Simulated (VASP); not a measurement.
# Ba3Sr5Ti8O24 in VASP: notebook

The runs below take Ba3Sr5Ti8O24 through single point, with r2SCAN, PBEsol.

Program: VASP 6.6.1. These are calculated values, not measurements. Logs are shortened: lines on timing, memory, paths and dates and some standing lists are left out, and cuts for length are marked.

### Step 1. The cell of the first run

The typed cell holds 40 atoms: a = 7.859 Å, b = 7.859 Å, c = 7.859 Å, α = 90.00°, β = 90.00°, γ = 90.00°.

### Step 2. Single point, r2SCAN

File POSCAR:

```
Ba3Sr5Ti8O24
1.0
    7.8586130000      0.0000000000      0.0000000000
    0.0000000000      7.8586130000      0.0000000000
    0.0000000000      0.0000000000      7.8586130000
Sr Ba Ti O
5 3 8 24
Direct
    0.0052030000      0.0042850000      0.0056000000
    0.0051570000      0.0041220000      0.5049180000
    0.5044960000      0.0041260000      0.0055680000
    0.5044500000      0.0040720000      0.5048420000
    0.5049020000      0.5059720000      0.5052860000
    0.0022210000      0.5023620000      0.0026210000
    0.0021800000      0.5023630000      0.5024840000
    0.5020800000      0.5023680000      0.0025830000
    0.2575800000      0.2525540000      0.2579910000
    0.2577540000      0.2525860000      0.7552170000
    0.2569000000      0.7593740000      0.2573040000
    0.2568810000      0.7596910000      0.7550100000
    0.7548110000      0.2525880000      0.2581580000
    0.7552740000      0.2523450000      0.7556860000
    0.7546090000      0.7596940000      0.2572840000
    0.7548290000      0.7600950000      0.7552340000
    0.2477170000      0.2404960000      0.9961490000
    0.2484380000      0.2403270000      0.4968500000
    0.2478730000      0.7534080000      0.9960900000
    0.2491120000      0.7521750000      0.4967050000
    0.7461040000      0.2397940000      0.9962760000
    0.7441920000      0.2422280000      0.4969480000
    0.7457990000      0.7542540000      0.9961520000
    0.7431740000      0.7502080000      0.4966850000
    0.9957760000      0.2404800000      0.2480890000
    0.9959040000      0.2397990000      0.7464420000
    0.9957220000      0.7534160000      0.2481980000
    0.9957860000      0.7542310000      0.7461960000
    0.4964700000      0.2403330000      0.2487890000
    0.4965810000      0.2422020000      0.7445810000
    0.4963350000      0.7521530000      0.2495110000
    0.4963240000      0.7502140000      0.7434990000
    0.2461110000      0.9969360000      0.2464630000
    0.2475440000      0.9970570000      0.7452130000
    0.2506400000      0.4951010000      0.2510140000
    0.2504880000      0.4951810000      0.7446320000
    0.7448220000      0.9970580000      0.2479290000
    0.7436210000      0.9971150000      0.7439610000
    0.7442720000      0.4951840000      0.2508340000
    0.7443740000      0.4950630000      0.7447650000
```

File INCAR.step1:

```
SYSTEM = Ba3Sr5Ti8O24
ALGO     = Normal         ! electronic algorithm
EDIFF    = 1E-4           ! SCF threshold, eV
ENCUT    = 520            ! plane-wave cutoff, eV
GGA      = PE             ! functional
ISMEAR   = -1             ! smearing method
LASPH    = .True.         ! aspherical terms in the spheres
LCHARG   = .False.        ! write CHGCAR
LREAL    = Auto         
LWAVE    = .True.         ! write WAVECAR
NBANDS   = 186            ! bands
NELM     = 100            ! most SCF steps
PREC     = Accurate       ! precision mode
SIGMA    = 0.05           ! smearing width, eV
```

File INCAR.step2:

```
SYSTEM = Ba3Sr5Ti8O24
ALGO     = Normal         ! electronic algorithm
EDIFF    = 1E-6           ! SCF threshold, eV
ENCUT    = 520            ! plane-wave cutoff, eV
ISIF     = 2              ! what is computed and relaxed
ISMEAR   = -1             ! smearing method
ISTART   = 1            
LASPH    = .True.         ! aspherical terms in the spheres
LCHARG   = .False.        ! write CHGCAR
LMIXTAU  = .True.       
LREAL    = Auto         
LWAVE    = .False.        ! write WAVECAR
METAGGA  = R2SCAN         ! meta-GGA
NBANDS   = 186            ! bands
NELM     = 100            ! most SCF steps
PREC     = Accurate       ! precision mode
SIGMA    = 0.05           ! smearing width, eV
```

File KPOINTS:

```
k-points
0
Gamma
  1 1 1
  0 0 0
```

Potentials or basis: VASP PAW PBE potentials, release 64 (Sr_sv, Ba_sv, Ti_sv, O).

Launch:

```bash
$ cat potpaw_PBE.64/Sr_sv/POTCAR potpaw_PBE.64/Ba_sv/POTCAR potpaw_PBE.64/Ti_sv/POTCAR potpaw_PBE.64/O/POTCAR > POTCAR
$ cp INCAR.step1 INCAR
$ mpirun -np 1 vasp_gam > vasp.out
$ cp INCAR.step2 INCAR
$ mpirun -np 1 vasp_gam > vasp.out
```

OUTCAR:

```text
SYSTEM = Ba3Sr5Ti8O24
   EDIFF = 1E-6
   ENCUT = 520
   ISIF = 2
   ISMEAR = -1
   ISTART = 1
   LASPH = .True.
   LREAL = Auto
   METAGGA = R2SCAN
   NELM = 100
   PREC = Accurate

 ion  position               nearest neighbor table
   1  0.005  0.004  0.006-  25 2.66  17 2.66  33 2.68  27 2.74  19 2.74  21 2.75  26 2.75  37 2.80
                            34 2.80  23 2.83  28 2.83  38 2.91  16 3.38  12 3.39  15 3.39  14 3.39
   2  0.005  0.004  0.505-  26 2.65  18 2.67  34 2.68  28 2.73  25 2.74  20 2.76  22 2.78  33 2.78
                            38 2.79  27 2.82  24 2.87  37 2.88  15 3.37  11 3.38  16 3.38  13 3.38
   3  0.504  0.004  0.006-  21 2.65  29 2.67  37 2.68  23 2.73  17 2.74  31 2.76  33 2.78  30 2.78
                            38 2.79  19 2.82  32 2.87  34 2.88  12 3.37  11 3.38  16 3.38  10 3.38
   4  0.504  0.004  0.505-  30 2.66  22 2.66  38 2.66  18 2.74  29 2.74  32 2.74  24 2.74  34 2.77
                            37 2.77  20 2.82  31 2.82  33 2.87  11 3.36  15 3.37  12 3.37   9 3.37
   5  0.505  0.506  0.505-  40 2.66  32 2.68  24 2.68  36 2.75  39 2.75  31 2.79  20 2.79  22 2.80
                            30 2.80  35 2.83  18 2.90  29 2.90   9 3.39  11 3.40  13 3.40  10 3.41
   6  0.002  0.502  0.003-  27 2.76  19 2.76  35 2.76  39 2.81  36 2.81  25 2.82  17 2.82  28 2.83
                            23 2.83  40 2.87  21 2.88  26 2.88  14 3.38  16 3.41  10 3.42  13 3.42
   7  0.002  0.502  0.502-  36 2.73  28 2.75  20 2.76  35 2.78  40 2.78  27 2.81  26 2.82  24 2.82
                            18 2.83  39 2.83  25 2.87  22 2.88  13 3.36   9 3.40  14 3.40  15 3.40
   8  0.502  0.502  0.003-  39 2.73  23 2.75  31 2.76  35 2.78  40 2.78  19 2.81  21 2.82  32 2.82
                            29 2.83  36 2.83  17 2.87  30 2.88  10 3.36   9 3.40  14 3.40  12 3.40
   9  0.258  0.253  0.258-  18 1.88  29 1.88  35 1.91  33 2.01  25 2.06  17 2.06   4 3.37   3 3.39
[... 37 lines left out ...]
  39  0.744  0.495  0.251-  13 1.91  15 2.08   8 2.73   5 2.75   6 2.81   7 2.83
  40  0.744  0.495  0.745-  14 1.91  16 2.09   5 2.66   7 2.78   8 2.78   6 2.87

  LATTYP: Found a simple cubic cell.
 ALAT       =     7.8586130000

  Lattice vectors:

 A1 = (   7.8586130000,   0.0000000000,   0.0000000000)
 A2 = (   0.0000000000,   7.8586130000,   0.0000000000)
 A3 = (   0.0000000000,   0.0000000000,   7.8586130000)

Analysis of symmetry for initial positions (statically):
=====================================================================
 Subroutine PRICEL returns:
 Original cell was already a primitive cell.

 Routine SETGRP: Setting up the symmetry group for a
 simple cubic supercell.

 Subroutine GETGRP returns: Found  1 space group operations
 (whereof  1 operations were pure point group operations)
 out of a pool of 48 trial point group operations.

The static configuration has the point symmetry C_1 .

Analysis of symmetry for dynamics (positions and initial velocities):
=====================================================================
 Subroutine PRICEL returns:
 Original cell was already a primitive cell.

 Routine SETGRP: Setting up the symmetry group for a
 simple cubic supercell.

 Subroutine GETGRP returns: Found  1 space group operations
 (whereof  1 operations were pure point group operations)
 out of a pool of 48 trial point group operations.

The dynamic configuration has the point symmetry C_1 .

 Subroutine INISYM returns: Found  1 space group operations
 (whereof  1 operations are pure point group operations),
 and found     1 'primitive' translations

----------------------------------------------------------------------------------------

                                     Primitive cell

  volume of cell :     485.3306

  direct lattice vectors                    reciprocal lattice vectors
     7.858613000  0.000000000  0.000000000     0.127248918  0.000000000  0.000000000
     0.000000000  7.858613000  0.000000000     0.000000000  0.127248918  0.000000000
     0.000000000  0.000000000  7.858613000     0.000000000  0.000000000  0.127248918

  length of vectors
     7.858613000  7.858613000  7.858613000     0.127248918  0.127248918  0.127248918

  position of ions in fractional coordinates (direct lattice)
     0.005203000  0.004285000  0.005600000
     0.005157000  0.004122000  0.504918000
     0.504496000  0.004126000  0.005568000
     0.504450000  0.004072000  0.504842000
     0.504902000  0.505972000  0.505286000
     0.002221000  0.502362000  0.002621000
[... 32 lines left out ...]
     0.744272000  0.495184000  0.250834000
     0.744374000  0.495063000  0.744765000

  ion indices of the primitive-cell ions
   primitive index   ion index
                 1           1
                 2           2
                 3           3
                 4           4
                 5           5
                 6           6
[... 32 lines left out ...]
                39          39
                40          40

----------------------------------------------------------------------------------------

 KPOINTS: k-points

Automatic generation of k-mesh.
 Grid dimensions read from file:
 generate k-points for:    1    1    1

 Generating k-lattice:

  Cartesian coordinates                     Fractional coordinates (reciprocal lattice)
     0.127248918  0.000000000  0.000000000     1.000000000  0.000000000  0.000000000
     0.000000000  0.127248918  0.000000000     0.000000000  1.000000000  0.000000000
     0.000000000  0.000000000  0.127248918     0.000000000  0.000000000  1.000000000

  Length of vectors
     0.127248918  0.127248918  0.127248918

  Shift w.r.t. Gamma in fractional coordinates (k-lattice)
     0.000000000  0.000000000  0.000000000

 Subroutine IBZKPT returns following result:
 ===========================================

 Found      1 irreducible k-points:

 Following reciprocal coordinates:
            Coordinates               Weight
  0.000000  0.000000  0.000000      1.000000
   k-points           NKPTS =      1   k-points in BZ     NKDIM =      1   number of bands    NBANDS=    186
   number of dos      NEDOS =    301   number of ions     NIONS =     40
   total plane-waves  NPLWV = 216000
   dimension x,y,z NGX =    60 NGY =   60 NGZ =   60
   dimension x,y,z NGXF=   120 NGYF=  120 NGZF=  120
   ions per type =               5   3   8  24
   NGX,Y,Z   is equivalent  to a cutoff of  12.69, 12.69, 12.69 a.u.
   NGXF,Y,Z  is equivalent  to a cutoff of  25.39, 25.39, 25.39 a.u.
 SYSTEM =  Ba3Sr5Ti8O24
   PREC   = accura    normal or accurate (medium, high low for compatibility)
   ISTART =      1    job   : 0-new  1-cont  2-samecut
   ICHARG =      0    charge: 1-file 2-atom 10-const
   ISPIN  =      1    spin polarized calculation?
   LNONCOLLINEAR =      F non collinear calculations
   LSORBIT =      F    spin-orbit coupling
   LASPH  =      T    aspherical Exc in radial PAW
   ENCUT  =  520.0 eV  38.22 Ry    6.18 a.u.  14.61 14.61 14.61*2*pi/ulx,y,z
   NELM   =    100;   NELMIN=  2; NELMDL=  0     # of ELM steps
   EDIFF  = 0.1E-05   stopping-criterion for ELM
   LREAL  =      T    real-space projection
   EDIFFG = 0.1E-04   stopping-criterion for IOM
   NSW    =      0    number of steps for IOM
   IBRION =     -1    ionic relax: 0-MD 1-quasi-New 2-CG
   NFREE  =      0    steps in history (QN), initial steepest desc. (CG)
   ISIF   =      2    stress and relaxation
   ISYM   =      2    0-nonsym 1-usesym 2-fastsym
   POTIM  = 0.5000    time-step for ionic-motion
   TEBEG  =    0.0;   TEEND  =   0.0 temperature during run
   PSTRESS=    0.0 pullay stress
   NELECT =     320.0000    total number of electrons
   NUPDOWN=      -1.0000    fix difference up-down
   EMIN   =  10.00;   EMAX   =-10.00  energy-range for DOS
   EFERMI =   0.00;   METHOD = LEGACY
   ISMEAR =    -1;   SIGMA  =   0.05  broadening in eV -4-tet -1-fermi 0-gaus
   EFERMI_NEDOS =   21; number of points for ismear=-14 and -15
   IALGO  =     38    algorithm
   IMIX   =      4    mixing-type and parameters
     AMIX     =   0.40;   BMIX     =  1.00
     AMIX_MAG =   1.60;   BMIX_MAG =  1.00
  volume/ion in A,a.u.               =      12.13        81.88
  Fermi-wavevector in a.u.,A,eV,Ry     =   1.424882  2.692637 27.623758  2.030289
  Thomas-Fermi vector in A             =   2.545326
   LORBIT       =      0    0 simple, 1 ext, 2 COOP (PROOUT), +10 PAW based schemes
   METAGGA = R2SCAN    functional components
   LHFCALC =     F    Hartree Fock is set to
   AEXX    =    0.0000 exact exchange contribution
   IVDW    =     0    specifies the selected vdW correction
   LEPSILON=     F    determine dielectric tensor
   LRPA    =     F    only Hartree local field effects (RPA)
 non-spin polarized calculation
  energy-cutoff  :      520.00
  volume of cell :      485.33
 maximum number of plane-waves:      6567
 NGX is ok and might be reduce to    60
   NGX = 29   NGY = 29   NGZ = 29

 number of electron     319.9999986 magnetization

 Free energy of the ion-electron system (eV)
  ---------------------------------------------------
  ext. energy  EPLUGINS =         0.00000000
  ---------------------------------------------------
  free energy    TOTEN  =      -534.63334058 eV

  energy without entropy =     -534.63334058  energy(sigma->0) =     -534.63334058

 E-fermi :   5.0179     XC(G=0): -11.9752

 val. band max:        3.8529608087   @ k =   0.0000   0.0000   0.0000
 cond. band min:       6.1852269617   @ k =   0.0000   0.0000   0.0000
 fundamental gap:      2.3322661530
 Fermi energy:         5.0178653896

 k-point     1 :       0.0000    0.0000    0.0000
  band No.  band energies     occupation
      1     -54.9930      2.00000
      2     -54.9915      2.00000
      3     -54.9911      2.00000
      4     -54.9910      2.00000
      5     -54.9896      2.00000
      6     -54.9895      2.00000
[... 164 lines left out ...]
    171       7.9041      0.00000
    172       7.9067      0.00000
 [bands above 172 left out]

------------------------ aborting loop because EDIFF is reached ----------------------------------------

  FORCE on cell =-STRESS in cart. coord.  units (eV):
  Direction    XX          YY          ZZ          XY          YZ          ZX
  --------------------------------------------------------------------------------------
  -------------------------------------------------------------------------------------
  Total       18.7453184     18.4485258     18.7613195      0.8451371      0.8497739      0.8721976
  in kB       61.8821932     60.9024192     61.9350162      2.7899734      2.8052804      2.8793056
  external PRESSURE =      61.5732095 kB  Pullay stress =       0.0000000 kB

 VOLUME and BASIS-vectors are now :
 -----------------------------------------------------------------------------
  energy-cutoff  :      520.00
  volume of cell :      485.33
      direct lattice vectors                 reciprocal lattice vectors
     7.858613000  0.000000000  0.000000000     0.127248918  0.000000000  0.000000000
     0.000000000  7.858613000  0.000000000     0.000000000  0.127248918  0.000000000
     0.000000000  0.000000000  7.858613000     0.000000000  0.000000000  0.127248918

 POSITION                                       TOTAL-FORCE (eV/Angst)
 -----------------------------------------------------------------------------------
      0.04089      0.03367      0.04401         0.021344      0.001846      0.021551
      0.04053      0.03239      3.96796         0.018413      0.000512      0.005944
      3.96464      0.03242      0.04376         0.007182      0.000506      0.017746
      3.96428      0.03200      3.96736         0.013607      0.000361      0.013093
      3.96783      3.97624      3.97085         0.006502      0.027274      0.006357
      0.01745      3.94787      0.02060         0.019507      0.028232      0.018310
[... 32 lines left out ...]
      5.84895      3.89146      1.97121        -0.402258     -0.474416     -0.270952
      5.84975      3.89051      5.85282        -0.413891     -0.465218     -0.415347
 -----------------------------------------------------------------------------------
    total drift:                               -0.000760      0.028049      0.020398

  FREE ENERGIE OF THE ION-ELECTRON SYSTEM (eV)
  ---------------------------------------------------
  free  energy   TOTEN  =      -534.6333405826 eV

  energy  without entropy=     -534.6333405817  energy(sigma->0) =     -534.63334058
```

Run time: 13 min. Hardware: 1 thread of Intel Xeon Platinum 8259CL at 2.50GHz (Skylake/Cascade Lake), shared host; peak memory 0.57 GiB.

What came out:

```yaml
Free_energy: -534.6333 eV
Pressure: 6.2 GPa
Largest_force: 2.103 eV/Å
Band_gap_on_the_k_mesh: 2.33 eV
```

Forces on the atoms (eV/Å):
```
Sr   0.021  0.002  0.022
Sr   0.018  0.001  0.006
Sr   0.007  0.001  0.018
Sr   0.014  0.000  0.013
Sr   0.007  0.027  0.006
Ba   0.020  0.028  0.018
Ba   0.025  0.035  0.014
Ba   0.015  0.034  0.023
Ti   1.192  1.252  1.197
Ti   1.171  1.244  1.173
Ti   1.190  1.138  1.202
Ti   1.174  1.154  1.224
Ti   1.170  1.238  1.174
Ti   1.200  1.205  1.206
Ti   1.221  1.159  1.175
Ti   1.209  1.169  1.223
O   -0.355 -0.476 -0.477
O   -0.328 -0.448 -0.493
O   -0.350 -0.233 -0.484
O   -0.309 -0.282 -0.509
O   -0.337 -0.467 -0.485
O   -0.397 -0.410 -0.500
O   -0.362 -0.247 -0.478
O   -0.426 -0.317 -0.495
O   -0.476 -0.474 -0.356
O   -0.480 -0.467 -0.339
O   -0.481 -0.232 -0.352
O   -0.476 -0.247 -0.363
O   -0.490 -0.446 -0.329
O   -0.501 -0.410 -0.396
O   -0.507 -0.281 -0.308
O   -0.492 -0.317 -0.427
O   -0.375 -0.512 -0.376
O   -0.353 -0.516 -0.383
O   -0.296 -0.463 -0.296
O   -0.269 -0.476 -0.405
O   -0.381 -0.517 -0.355
O   -0.397 -0.507 -0.399
O   -0.402 -0.474 -0.271
O   -0.414 -0.465 -0.415
```

Stress tensor (GPa, compression positive):
```
6.19 0.28 0.29
0.28 6.09 0.28
0.29 0.28 6.19
```

Caveat: the k points lie up to 0.80 Å⁻¹ apart; the PAW data sets were made with another functional, which shifts forces and pressure a little; spin-orbit coupling is left out, which moves the levels of the heavy elements. A k mesh can miss the band edges.

### Step 3. Single point, PBEsol

File INCAR:

```
PREC = Accurate
ENCUT = 520
EDIFF = 1E-6
ISMEAR = -1
SIGMA = 0.05
LREAL = Auto
LASPH = True
NELM = 60
ALGO = Normal
ISIF = 2
LWAVE = False
LCHARG = False
GGA = PS
NBANDS = 186
ISYM = 0
```

File KPOINTS:

```
Automatic mesh
0
Gamma
  1 1 1
  0.25 0.25 0.25
```

Changes to POSCAR since step 2:

```diff
@@ -2,5 +2,5 @@
 1.0
-    7.8586130000      0.0000000000      0.0000000000
-    0.0000000000      7.8586130000      0.0000000000
-    0.0000000000      0.0000000000      7.8586130000
+    7.8586126159      0.0000000000      0.0000000000
+    0.0000000000      7.8586126159      0.0000000000
+    0.0000000000      0.0000000000      7.8586126159
 Sr Ba Ti O
```

Potentials or basis: VASP PAW PBE potentials, release 64 (Sr_sv, Ba_sv, Ti_sv, O).

Launch:

```bash
$ cat potpaw_PBE.64/Sr_sv/POTCAR potpaw_PBE.64/Ba_sv/POTCAR potpaw_PBE.64/Ti_sv/POTCAR potpaw_PBE.64/O/POTCAR > POTCAR
$ mpirun -np 1 vasp_std > vasp.out
```

It took 15 min on 1 thread of Intel Xeon Platinum 8259CL at 2.50GHz (Skylake/Cascade Lake), shared host; peak memory 0.64 GiB.

The run converged. Its results:

```
Free energy            : -336.0416 eV
Pressure               : 1.3 GPa
Largest force          : 0.189 eV/Å
Band gap on the k mesh : 2.65 eV (least direct gap 2.68 eV)
```

Forces on the atoms (eV/Å):
```
Sr  -0.017 -0.022 -0.017
Sr  -0.017 -0.020 -0.020
Sr  -0.019 -0.020 -0.018
Sr  -0.018 -0.023 -0.019
Sr  -0.020 -0.015 -0.020
Ba  -0.031 -0.029 -0.032
Ba  -0.030 -0.030 -0.034
Ba  -0.033 -0.030 -0.032
Ti  -0.098 -0.098 -0.098
Ti  -0.103 -0.099 -0.117
Ti  -0.094 -0.099 -0.087
Ti  -0.096 -0.092 -0.102
Ti  -0.116 -0.104 -0.105
Ti  -0.111 -0.107 -0.109
Ti  -0.101 -0.087 -0.099
Ti  -0.108 -0.092 -0.100
O    0.037 -0.017  0.058
O    0.050  0.000  0.064
O    0.033  0.078  0.063
O    0.053  0.057  0.062
O    0.039 -0.016  0.052
O    0.011  0.012  0.059
O    0.033  0.076  0.063
O    0.003  0.048  0.069
O    0.058 -0.015  0.037
O    0.055 -0.016  0.039
O    0.065  0.079  0.032
O    0.062  0.077  0.033
O    0.065  0.002  0.049
O    0.057  0.012  0.013
O    0.062  0.058  0.055
O    0.069  0.048  0.003
O    0.028  0.072  0.028
O    0.027  0.067  0.026
O    0.054  0.061  0.055
O    0.067  0.048  0.016
O    0.027  0.066  0.026
O    0.028  0.068  0.028
O    0.017  0.050  0.067
O    0.012  0.055  0.012
```

Stress tensor (GPa, compression positive):
```
1.29 0.20 0.20
0.20 1.22 0.20
0.20 0.20 1.29
```

Levels at points of the mesh, in eV from the valence-band top:
| k point | band 156 | band 157 | band 158 | band 159 | band 160 | band 161 | band 162 | band 163 | band 164 | band 165 |
| --- | --- | --- | --- | --- | --- | --- | --- | --- | --- | --- |
| (0.25, 0.25, 0.25) | -0.24 | -0.12 | -0.12 | -0.12 | 0.00 | 2.79 | 2.80 | 2.80 | 2.89 | 2.89 |

Caveat: the PAW data sets were made with another functional, which shifts forces and pressure a little; spin-orbit coupling is left out, which moves the levels of the heavy elements; a shifted mesh leaves out Γ, where band edges can lie. A k mesh can miss the band edges.
